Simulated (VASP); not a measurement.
# Bi: relaxation of cell and atoms with PBEsol

Bi:

```xyz
2
Lattice="3.0234 0.0000 0.0000 -1.5117 2.6183 0.0000 0.0000 0.0000 4.6943" Properties=species:S:1:pos:R:3 pbc="T T T"
Bi    0.0000    1.7455    1.1736
Bi    1.5117    0.8728    3.5207
```

This isn't the form of Bi at room conditions, which is rhombohedral.

```
Program                : VASP 6.6.1
Task                   : relaxation of cell and atoms
Functional             : PBEsol
Potentials or basis    : VASP PAW PBE potentials, release 64 (Bi_d)
Cutoff                 : 600 eV
k mesh                 : 6 × 6 × 4
Occupations            : gaussian, width 0.1 eV
Spin                   : no spin polarisation
Dipole correction      : no
Further INCAR settings : ALGO = Fast; EDIFF = 1e-06; IBRION = 2; EDIFFG = -0.05; NSW = 80; ISIF = 3
```

- Relaxed volume: 29.79 Å³/atom
- Relaxed cell: a = 3.446 Å, b = 3.446 Å, c = 5.791 Å, α = 90.00°, β = 90.00°, γ = 120.00°
- Space group after relaxing (to 0.1 Å): P6_3/mmc (No. 194)
- Energy gained by relaxing: 2110.6 meV/atom
- Ionic steps: 11
- Pressure after relaxing: 0.0 GPa
- Band gap on the k mesh: zero (bands 15 and 16 overlap by 7.57 eV)

Stress tensor (GPa, compression positive):
```
 0.04  0.00  0.00
 0.00  0.04  0.00
 0.00  0.00 -0.04
```

The path:
| step | energy change (eV) | largest force (eV/Å) | pressure (GPa) | volume (Å³) |
| --- | --- | --- | --- | --- |
| 1 | 0.0000 | 0.0000 | 90.10 | 37.16 |
| 2 | -0.7053 | 0.0000 | -7.76 | 126.17 |
| 3 | -4.1358 | 0.0000 | -4.10 | 64.63 |
| 4 | -4.1800 | 0.0000 | -2.40 | 62.38 |
| 5 | -4.1970 | 0.0000 | -0.10 | 59.89 |
| 6 | -4.1965 | 0.0000 | -0.58 | 60.42 |
| 7 | -4.2192 | 0.0000 | -0.59 | 60.18 |
| 8 | -4.2202 | 0.0000 | -0.55 | 60.12 |
| 9 | -4.2202 | 0.0000 | -0.54 | 60.11 |
| 10 | -4.2209 | 0.0000 | 0.30 | 59.29 |
| 11 | -4.2211 | 0.0000 | 0.01 | 59.57 |

Final structure:
```
Bi
1.0
     3.44645    0.00000    0.00000
    -1.72323    2.98471    0.00000
     0.00000    0.00000    5.79135
Bi
2
Cartesian
  0.0000 1.9898 1.4478
  1.7232 0.9949 4.3435
```

Levels at points of the mesh, in eV from the Fermi level:
```tsv
k point	band 12	band 13	band 14	band 15	band 16	band 17	band 18	band 19
(0.00, 0.00, 0.00)	-11.34	-5.87	3.57	3.57	4.62	5.11	5.11	7.26
(0.50, 0.00, 0.00)	-10.08	-4.99	-3.61	-2.30	-0.10	0.29	3.25	4.73
(0.00, 0.00, 0.50)	-13.16	-1.64	-1.64	4.30	4.30	4.30	4.30	8.08
(0.50, 0.00, 0.50)	-10.54	-5.38	-5.38	1.18	1.18	1.47	1.47	5.34
```

Run time: 2.4 min on 1 thread of Intel Xeon 8259CL (shared host), peak memory 0.16 GiB.

Caveat: the k points lie up to 0.35 Å⁻¹ apart in the final cell, too coarse for converged energies and pressures of a metal; the volume moved by over 15 % at a fixed basis, so the end points are rough; the PAW data sets were made with another functional, which shifts forces and pressure a little; spin-orbit coupling is left out, which moves the levels of the heavy elements. Zero-point motion and thermal expansion aren't in these numbers.
